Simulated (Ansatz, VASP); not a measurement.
# MgO in VASP and in Ansatz

The input INCAR:

```
SYSTEM = MgO
ALGO = Normal
EDIFF = 1E-6
ENCUT = 520
GGA = PE
ISIF = 2
ISMEAR = 0
LASPH = .TRUE.
LCHARG = .FALSE.
LREAL = .FALSE.
LWAVE = .FALSE.
NBANDS = 11
NELM = 60
PREC = Accurate
SIGMA = 0.02
```

KPOINTS

```
k-points
0
G
  10 10 10
  0 0 0
```

File POSCAR:

```
MgO
1.0
    0.0000000000      2.1085000000      2.1085000000
    2.1085000000      0.0000000000      2.1085000000
    2.1085000000      2.1085000000      0.0000000000
Mg O
1 1
Direct
    0.0000000000      0.0000000000      0.0000000000
    0.5000000000      0.5000000000      0.5000000000
```

Input for Ansatz:

```yaml
crystal:
  lattice:
    - [0.0, 2.1085, 2.1085]
    - [2.1085, 0.0, 2.1085]
    - [2.1085, 2.1085, 0.0]
  atoms:
    - { symbol: Mg, position: [0.0, 0.0, 0.0] }
    - { symbol: O, position: [0.5, 0.5, 0.5] }
basis:
  ecutwfc: 420
kpoints:
  mp_grid: { grid: [10, 10, 10] }
hamiltonian:
  xc: pbe
scf:
  occupations: { method: gaussian, width: 0.02 }
output:
  forces: true
  stress: true
  eigenvalues: true
```

Alike in both runs: task single point; functional PBE; k mesh 10 × 10 × 10; occupations gaussian, width 0.02 eV; no spin polarisation.

```csv
,VASP,Ansatz
version,VASP 6.6.1,Ansatz 0.2.0
potentials or method,"VASP PAW PBE potentials, release 64 (Mg, O), cutoff 520 eV","scalar-relativistic, plane waves, PAW"
valence electrons in the cell,8,16
```

|  | VASP | Ansatz | Ansatz less VASP |
| --- | --- | --- | --- |
| gap on the k mesh at the Fermi level (eV) | 4.69 | 4.71 | +0.017 |
| least direct gap on the mesh (eV) | 4.69 | 4.71 | +0.017 |
| pressure (GPa) | 3.4 | 4.1 | +0.74 |

VASP's potentials hold 8 valence electrons a cell and Ansatz's 16, so a difference there can come from the potentials and not from the codes.
